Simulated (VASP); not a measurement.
Here is a VASP 6.6.1 calculation.

Contents of POSCAR:

```
SrCl2
1.0
    0.0000000000      3.3546614156      3.5828735687
    3.3546614156      0.0000000000      3.5828735687
    3.3546614156      3.3546614156      0.0000000000
Sr Cl
1 2
Direct
    0.0000000000      0.0000000000      0.0000000000
    0.2500000000      0.2500000000      0.2500000000
    0.7500000000      0.7500000000      0.7500000000
```

INCAR.step1

```
SYSTEM = SrCl2
PREC = Accurate
ENCUT = 520
ISMEAR = 0
SIGMA = 0.01
LREAL = .FALSE.
LASPH = .TRUE.
NELM = 80
NBANDS = 19
GGA = PE
ALGO = Normal
EDIFF = 1E-4
LWAVE = .TRUE.
LCHARG = .FALSE.
```

INCAR.step2

```
SYSTEM = SrCl2
PREC = Accurate
ENCUT = 520
EDIFF = 1E-6
ISMEAR = 0
SIGMA = 0.01
LREAL = .FALSE.
LASPH = .TRUE.
NELM = 80
ALGO = Normal
ISIF = 2
LWAVE = .FALSE.
LCHARG = .FALSE.
METAGGA = R2SCAN
LMIXTAU = .TRUE.
NBANDS = 19
ISTART = 1
```

File KPOINTS:

```
regular mesh
0
G
  6 6 6
  0 0 0
```

Potentials or basis: VASP PAW PBE potentials, release 64 (Sr_sv, Cl).

The run is started by

```bash
$ cat potpaw_PBE.64/Sr_sv/POTCAR potpaw_PBE.64/Cl/POTCAR > POTCAR
$ cp INCAR.step1 INCAR
$ mpirun -np 1 vasp_std > vasp.out
$ cp INCAR.step2 INCAR
$ mpirun -np 1 vasp_std > vasp.out
```

Q: What does it give for the band gap on the k mesh?

A: 5.72 eV (least direct gap 5.74 eV).

Q: Estimate the pressure.

A: 2.6 GPa.

Stress tensor (GPa, compression positive):
```
3.93 0.00 0.00
0.00 3.93 0.00
0.00 0.00 0.09
```

Caveat: the cell differs from its parent crystal (epitaxial xy strain -4.1%); the structure was generated, so it needn't be the stable form of SrCl2; the PAW data sets were made with another functional, which shifts forces and pressure a little. A k mesh can miss the band edges.
